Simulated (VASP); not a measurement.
The system is Zn2CdSe.

```
Zn Cd Se
1.0
     3.94182    0.00000    0.00000
    -1.97091    3.41372    0.00000
     0.00000    0.00000    7.05342
Zn Cd Se
2 1 1
Cartesian
  0.0000 0.0000 1.7460
  0.0000 0.0000 5.3074
  0.0000 0.0000 0.0000
  0.0000 0.0000 3.5267
```

| Quantity | Value |
| --- | --- |
| Program | VASP 6.6.1 |
| Task | relaxation of cell and atoms |
| Functional | PBE |
| Potentials or basis | VASP PAW PBE potentials, release 64 (Zn, Cd, Se) |
| Cutoff | 600 eV |
| k mesh | 6 × 6 × 4 |
| Occupations | gaussian, width 0.1 eV |
| Spin | no spin polarisation |

At the start: pressure 88.7 GPa; volume 23.73 Å³/atom.

Q: Where does the relaxation end?

A: Over 43 steps the energy falls by 4956.2 meV/atom and the volume is 20.11 Å³/atom (-15.3 %); space group P6/mmm (No. 191, to 0.05 Å).

The path:
```
step  energy change (eV)  largest force (eV/Å)  pressure (GPa)  volume (Å³)
   1              0.0000               11.2936           88.66        94.91
   3            -15.0717                0.4647          -11.69       185.51
   5            -17.5069                0.7405           -2.69       161.31
   7            -17.6996                1.7102           -0.50       152.02
   9            -17.7112                2.0472           -0.02       149.61
  11            -18.0319                0.3639           -3.50       148.74
  13            -18.8578                0.2834           -3.38       124.01
  15            -19.0126                0.3400           -2.37       117.03
  17            -19.1219                0.0197           -0.97       108.80
  19            -19.1256                0.1085           -0.55       106.79
  21            -19.2696                0.3314           -0.68        97.91
  23            -18.0511                1.1250           34.39        61.17
  25            -19.5299                0.7318            3.14        80.80
  27            -19.5857                0.6117            3.33        79.00
  29            -19.4179                0.5090           11.43        70.59
  31            -19.6007                0.5907            7.31        73.32
  33            -19.6828                0.5568            4.39        75.92
  35            -19.7587                0.2416           -1.33        82.12
  37            -19.7812                0.3298            0.27        80.29
  39            -19.8067                0.2226           -0.72        81.75
  41            -19.8210                0.0356            0.81        79.69
  43            -19.8250                0.0254            0.24        80.43
```

Final structure:
```
CELL_PARAMETERS angstrom
2.87287 0.00000 0.00000
-1.43643 2.48798 0.00000
0.00000 0.00000 11.25217
ATOMIC_POSITIONS crystal
Zn 0.00000 0.00000 0.25779
Zn 0.00000 0.00000 0.74221
Cd 0.00000 0.00000 0.00000
Se 0.00000 0.00000 0.50000
```

Caveat: the volume moved by over 15 % at a fixed basis, so the end points are rough.
